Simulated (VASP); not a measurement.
Input of a VASP 6.6.1 run:

Contents of POSCAR:

```
PbF2
1.0
    0.0000000000      2.9458082836      2.9458082836
    2.9458082836      0.0000000000      2.9458082836
    2.9458082836      2.9458082836      0.0000000000
Pb F
1 2
Direct
    0.0000000000      0.0000000000      0.0000000000
    0.2500000000      0.2500000000      0.2500000000
    0.7500000000      0.7500000000      0.7500000000
```

File INCAR.step1:

```
PREC = Accurate ; ENCUT = 520
EDIFF = 1E-5 ; ISMEAR = 0
SIGMA = 0.01 ; LREAL = F
LASPH = T ; NELM = 60
ALGO = Normal ; ISIF = 2
LWAVE = T ; LCHARG = F
GGA = PE ; NBANDS = 21
```

The input INCAR.step2:

```
PREC = Accurate ; ENCUT = 520
EDIFF = 1E-6 ; ISMEAR = 0
SIGMA = 0.01 ; LREAL = F
LASPH = T ; NELM = 60
ALGO = Normal ; ISIF = 2
LWAVE = F ; LCHARG = F
GGA = PE ; LHFCALC = T
AEXX = 0.1 ; PRECFOCK = Normal
ISTART = 1 ; NBANDS = 21
```

Contents of KPOINTS:

```
Automatic mesh
0
Gamma
  4 4 4
```

Potentials or basis: VASP PAW PBE potentials, release 64 (Pb_d, F).

Command:

```console
$ cat potpaw_PBE.64/Pb_d/POTCAR potpaw_PBE.64/F/POTCAR > POTCAR
$ cp INCAR.step1 INCAR
$ mpirun -np 1 vasp_std > vasp.out
$ cp INCAR.step2 INCAR
$ mpirun -np 1 vasp_std > vasp.out
```

Estimate the band gap on the k mesh.

5.22 eV (least direct gap 5.37 eV).

Estimate the pressure.

3.2 GPa.

Caveat: the k points lie up to 0.46 Å⁻¹ apart; the PAW data sets were made with another functional, which shifts forces and pressure a little; spin-orbit coupling is left out, which moves the levels of the heavy elements. A k mesh can miss the band edges.
